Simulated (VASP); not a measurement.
# MgO (Fm-3m) in VASP: notebook

The runs below take MgO through single point, with r2SCAN.

All numbers are computed with VASP 6.6.1; they aren't measurements. Logs are shortened: lines on timing, memory, paths and dates and some standing lists are left out, and cuts for length are marked.

## 1. The cell of the first run

Symmetry: Fm-3m, No. 225, cubic system. The conventional cell has a = 4.204 Å, b = 4.204 Å, c = 4.204 Å, α = 90.00°, β = 90.00°, γ = 90.00°. Mg (site symmetry m-3m) has 6 O at 2.10 Å within 2.8 Å. Within 2.8 Å of O (site symmetry m-3m) lie 6 Mg at 2.10 Å.

## 2. Single point, r2SCAN

Contents of POSCAR:

```
MgO
1.0
    2.1021675162      2.1021675162      0.0000000000
   -2.1021675162      2.1021675162      0.0000000000
    0.0000000000      2.1021675162      2.1021675162
Mg O
1 1
Direct
    0.0000000000      0.0000000000      0.0000000000
    0.5000000000      0.5000000000      0.0000000000
```

Contents of INCAR.step1:

```
PREC = Accurate ; ENCUT = 920
ISMEAR = 0 ; SIGMA = 0.01
LREAL = False ; LASPH = True
NELM = 120 ; NBANDS = 15
GGA = PE ; ALGO = Normal
EDIFF = 1E-5 ; LWAVE = True
LCHARG = False ; GGA_COMPAT = False
```

Contents of INCAR.step2:

```
PREC = Accurate ; ENCUT = 920
EDIFF = 1E-6 ; ISMEAR = 0
SIGMA = 0.01 ; LREAL = False
LASPH = True ; NELM = 120
ALGO = Normal ; ISIF = 2
LWAVE = False ; LCHARG = True
METAGGA = R2SCAN ; LMIXTAU = True
LELF = True ; LVHAR = True
NBANDS = 15 ; ISTART = 1
GGA_COMPAT = False
```

Contents of KPOINTS:

```
regular mesh
0
Gamma
  10 10 10
```

Potentials or basis: VASP PAW PBE potentials, release 64 (Mg_sv, O).

Launch:

```bash
$ cat potpaw_PBE.64/Mg_sv/POTCAR potpaw_PBE.64/O/POTCAR > POTCAR
$ cp INCAR.step1 INCAR
$ mpirun -np 1 vasp_std > vasp.out
$ cp INCAR.step2 INCAR
$ mpirun -np 1 vasp_std > vasp.out
```

OUTCAR:

```text
PREC = Accurate
   ENCUT = 920
   EDIFF = 1E-6
   ISMEAR = 0
   LREAL = False
   LASPH = True
   NELM = 120
   ISIF = 2
   METAGGA = R2SCAN
   ISTART = 1

 ion  position               nearest neighbor table
   1  0.000  0.000  0.000-   2 2.10   2 2.10   2 2.10   2 2.10   2 2.10   2 2.10
   2  0.500  0.500  0.000-   1 2.10   1 2.10   1 2.10   1 2.10   1 2.10   1 2.10

  LATTYP: Found a face centered cubic cell.
 ALAT       =     4.2043350324

  Lattice vectors:

 A1 = (   0.0000000000,   2.1021675162,   2.1021675162)
 A2 = (   2.1021675162,   0.0000000000,   2.1021675162)
 A3 = (   2.1021675162,   2.1021675162,   0.0000000000)

Analysis of symmetry for initial positions (statically):
=====================================================================
 Subroutine PRICEL returns:
 Original cell was already a primitive cell.

 Routine SETGRP: Setting up the symmetry group for a
 face centered cubic supercell.

 Subroutine GETGRP returns: Found 48 space group operations
 (whereof 48 operations were pure point group operations)
 out of a pool of 48 trial point group operations.

The static configuration has the point symmetry O_h .

Analysis of symmetry for dynamics (positions and initial velocities):
=====================================================================
 Subroutine PRICEL returns:
 Original cell was already a primitive cell.

 Routine SETGRP: Setting up the symmetry group for a
 face centered cubic supercell.

 Subroutine GETGRP returns: Found 48 space group operations
 (whereof 48 operations were pure point group operations)
 out of a pool of 48 trial point group operations.

The dynamic configuration has the point symmetry O_h .

 Subroutine INISYM returns: Found 48 space group operations
 (whereof 48 operations are pure point group operations),
 and found     1 'primitive' translations

----------------------------------------------------------------------------------------

                                     Primitive cell

  volume of cell :      18.5794

  direct lattice vectors                    reciprocal lattice vectors
     2.102167516  2.102167516  0.000000000     0.237849741  0.237849741 -0.237849741
    -2.102167516  2.102167516  0.000000000    -0.237849741  0.237849741 -0.237849741
     0.000000000  2.102167516  2.102167516     0.000000000  0.000000000  0.475699483

  length of vectors
     2.972913812  2.972913812  2.972913812     0.411967837  0.411967837  0.475699483

  position of ions in fractional coordinates (direct lattice)
     0.000000000  0.000000000  0.000000000
     0.500000000  0.500000000  0.000000000

  ion indices of the primitive-cell ions
   primitive index   ion index
[... 88 lines left out ...]
   EFERMI =   0.00;   METHOD = LEGACY
   ISMEAR =     0;   SIGMA  =   0.01  broadening in eV -4-tet -1-fermi 0-gaus
   EFERMI_NEDOS =   21; number of points for ismear=-14 and -15
   IALGO  =     38    algorithm
   IMIX   =      4    mixing-type and parameters
     AMIX     =   0.40;   BMIX     =  1.00
     AMIX_MAG =   1.60;   BMIX_MAG =  1.00
  volume/ion in A,a.u.               =       9.29        62.69
  Fermi-wavevector in a.u.,A,eV,Ry     =   1.557534  2.943312 33.006534  2.425912
  Thomas-Fermi vector in A             =   2.661170
   LORBIT       =      0    0 simple, 1 ext, 2 COOP (PROOUT), +10 PAW based schemes
   METAGGA = R2SCAN    functional components
   LHFCALC =     F    Hartree Fock is set to
   AEXX    =    0.0000 exact exchange contribution
   IVDW    =     0    specifies the selected vdW correction
   LEPSILON=     F    determine dielectric tensor
   LRPA    =     F    only Hartree local field effects (RPA)
 non-spin polarized calculation
 Gauss-broadening in eV      SIGMA  =   0.01
  energy-cutoff  :      920.00
  volume of cell :       18.58
 maximum number of plane-waves:      1243
 NGX is ok and might be reduce to    30
   NGX = 15   NGY = 15   NGZ = 15

 number of electron      15.9999999 magnetization

 Free energy of the ion-electron system (eV)
  ---------------------------------------------------
  ext. energy  EPLUGINS =         0.00000000
  ---------------------------------------------------
  free energy    TOTEN  =       -16.15466694 eV

  energy without entropy =      -16.15466694  energy(sigma->0) =      -16.15466694

 E-fermi :   2.8319     XC(G=0): -12.0718

 val. band max:        2.5441856874   @ k =   0.0000   0.0000   0.0000
 cond. band min:       8.2453881644   @ k =   0.0000   0.0000   0.0000
 fundamental gap:      5.7012024770
 Fermi energy:         2.8318714567

 k-point     1 :       0.0000    0.0000    0.0000
  band No.  band energies     occupation
      1     -72.4067      2.00000
      2     -37.4925      2.00000
      3     -37.4925      2.00000
      4     -37.4925      2.00000
      5     -15.6710      2.00000
      6       2.5442      2.00000
      7       2.5442      2.00000
      8       2.5442      2.00000
      9       8.2454      0.00000
     10      19.4390      0.00000
     11      19.4390      0.00000
     12      19.4390      0.00000
     13      23.5609      0.00000
     14      25.3989      0.00000
[... 401 lines left out ...]
      2     -37.5551      2.00000
      3     -37.5365      2.00000
      4     -37.5109      2.00000
      5     -14.1741      2.00000
      6      -1.0147      2.00000
      7      -0.1244      2.00000
      8       1.4735      2.00000
      9      13.7167      0.00000
     10      15.8555      0.00000
     11      16.4403      0.00000
     12      21.7929      0.00000
     13      22.5662      0.00000
     14      27.9559      0.00000
     15      31.6372      0.00000

 [... further k-points ...]

------------------------ aborting loop because EDIFF is reached ----------------------------------------

  FORCE on cell =-STRESS in cart. coord.  units (eV):
  Direction    XX          YY          ZZ          XY          YZ          ZX
  --------------------------------------------------------------------------------------
  -------------------------------------------------------------------------------------
  Total        0.0577927      0.0577927      0.0577927      0.0000000      0.0000000     -0.0000000
  in kB        4.9836967      4.9836967      4.9836967      0.0000000      0.0000000     -0.0000000
  external PRESSURE =       4.9836967 kB  Pullay stress =       0.0000000 kB

 VOLUME and BASIS-vectors are now :
 -----------------------------------------------------------------------------
  energy-cutoff  :      920.00
  volume of cell :       18.58
      direct lattice vectors                 reciprocal lattice vectors
     2.102167516  2.102167516  0.000000000     0.237849741  0.237849741 -0.237849741
    -2.102167516  2.102167516  0.000000000    -0.237849741  0.237849741 -0.237849741
     0.000000000  2.102167516  2.102167516     0.000000000  0.000000000  0.475699483

 POSITION                                       TOTAL-FORCE (eV/Angst)
 -----------------------------------------------------------------------------------
      0.00000      0.00000      0.00000         0.000000      0.000000      0.000000
      0.00000      2.10217      0.00000        -0.000000     -0.000000      0.000000
 -----------------------------------------------------------------------------------
    total drift:                               -0.000000     -0.000000      0.000000

  FREE ENERGIE OF THE ION-ELECTRON SYSTEM (eV)
  ---------------------------------------------------
  free  energy   TOTEN  =       -16.1546669416 eV

  energy  without entropy=      -16.1546669416  energy(sigma->0) =      -16.15466694
```

OUTCAR.step1:

```text
PREC = Accurate
   ENCUT = 920
   ISMEAR = 0
   LREAL = False
   LASPH = True
[... 654 lines left out ...]
      0.00000      0.00000      0.00000        -0.000000     -0.000000      0.000000
      0.00000      2.10217      0.00000         0.000000      0.000000      0.000000
 -----------------------------------------------------------------------------------
    total drift:                               -0.000000     -0.000000      0.000000

  FREE ENERGIE OF THE ION-ELECTRON SYSTEM (eV)
  ---------------------------------------------------
  free  energy   TOTEN  =       -11.8699407581 eV

  energy  without entropy=      -11.8699407581  energy(sigma->0) =      -11.86994076
```

It took 85 s on 1 thread of AMD EPYC 9R45 (Zen 5), shared host; peak memory 0.15 GiB.

What came out:

| Property | Result |
| --- | --- |
| Free energy | -16.1547 eV |
| Pressure | 0.5 GPa |
| Band gap on the k mesh | 5.70 eV |

Levels at points of the mesh, in eV from the valence-band top:
```tsv
k point	band 4	band 5	band 6	band 7	band 8	band 9	band 10	band 11	band 12	band 13
(0.00, 0.00, 0.00)	-40.04	-18.22	0.00	0.00	0.00	5.70	16.89	16.89	16.89	21.02
(0.50, 0.00, 0.00)	-40.05	-16.92	-4.62	-0.68	-0.68	8.87	13.91	17.57	17.57	22.59
(0.50, 0.50, 0.00)	-40.07	-16.71	-4.09	-1.37	-1.37	10.05	11.22	14.38	20.55	20.55
```

Caveat: the PAW data sets were made with another functional, which shifts forces and pressure a little.

## 3. Single point, r2SCAN

POSCAR is that of step 2.

Contents of INCAR.step1:

```
PREC = Accurate
ENCUT = 920
ISMEAR = -1
SIGMA = 0.08
LREAL = F
LASPH = T
NELM = 120
NBANDS = 15
GGA = PE
ALGO = Normal
EDIFF = 1E-5
LWAVE = T
LCHARG = F
GGA_COMPAT = F
```

Contents of INCAR.step2:

```
PREC = Accurate
ENCUT = 920
EDIFF = 1E-6
ISMEAR = -1
SIGMA = 0.08
LREAL = F
LASPH = T
NELM = 120
ALGO = Normal
ISIF = 2
LWAVE = F
LCHARG = T
METAGGA = R2SCAN
LMIXTAU = T
LELF = T
LVHAR = T
NBANDS = 15
ISTART = 1
GGA_COMPAT = F
```

Contents of KPOINTS:

```
regular mesh
0
Gamma
  14 14 14
```

Potentials or basis: VASP PAW PBE potentials, release 64 (Mg_sv, O).

Launch:

```bash
$ cat potpaw_PBE.64/Mg_sv/POTCAR potpaw_PBE.64/O/POTCAR > POTCAR
$ cp INCAR.step1 INCAR
$ mpirun -np 1 vasp_std > vasp.out
$ cp INCAR.step2 INCAR
$ mpirun -np 1 vasp_std > vasp.out
```

It took 2 min on 1 thread of Intel Xeon 6975P-C (Granite Rapids), shared host; peak memory 0.21 GiB.

It converged, with:

```
Free energy            : -16.1547 eV
Pressure               : 0.5 GPa
Band gap on the k mesh : 5.70 eV
```

Levels at points of the mesh, in eV from the valence-band top:
| k point | band 6 | band 7 | band 8 | band 9 | band 10 | band 11 |
| --- | --- | --- | --- | --- | --- | --- |
| (0.00, 0.00, 0.00) | 0.00 | 0.00 | 0.00 | 5.70 | 16.89 | 16.89 |
| (0.50, 0.00, 0.00) | -4.62 | -0.68 | -0.68 | 8.87 | 13.91 | 17.57 |
| (0.50, 0.50, 0.00) | -4.09 | -1.37 | -1.37 | 10.05 | 11.22 | 14.38 |

Caveat: the PAW data sets were made with another functional, which shifts forces and pressure a little. A k mesh can miss the band edges.
